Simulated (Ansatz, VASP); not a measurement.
Two plane-wave programs on Pt

```
Pt
1.0
    -1.56442    1.56442    1.58422
     1.56442   -1.56442    1.58422
     1.60402    1.60402   -1.58422
Pt
1
Cartesian
  0.0000 0.0000 0.0000
```

Change from the starting cell: strain +0.0250 x Voigt [0, 0, 0, 0, 0, 1], atoms carried along.

Alike in both runs: task single point; functional r2SCAN; k mesh 22 × 22 × 22; occupations gaussian, width 0.15 eV; no spin polarisation.

|  | VASP | Ansatz |
| --- | --- | --- |
| version | VASP 6.6.1 | Ansatz 0.2.0 |
| potentials or method | VASP PAW PBE potentials, release 64 (Pt), cutoff 520 eV | scalar-relativistic, plane waves, PAW |
| valence electrons in the cell | 10 | 18 |

Ansatz gave:

```
gap on the k mesh at the Fermi level (eV)                     : none
pressure (GPa)                                                : -6.3
traceless stress, the component that is largest in VASP (GPa) : -3.53
```

Problem. What did VASP give for the same quantities?

Solution. gap on the k mesh at the Fermi level (eV): none; pressure (GPa): -5.8; traceless stress, the component that is largest in VASP (GPa): -3.57.

VASP's potentials were made for PBE, not for r2SCAN. A gap of «none» marks a metal or a gap that the smearing closes. With one functional, cell and mesh, what is left measures potentials, basis and numerics. VASP's potentials hold 10 valence electrons a cell and Ansatz's 18, so a difference there can come from the potentials and not from the codes.

Neither program's run includes spin-orbit coupling.
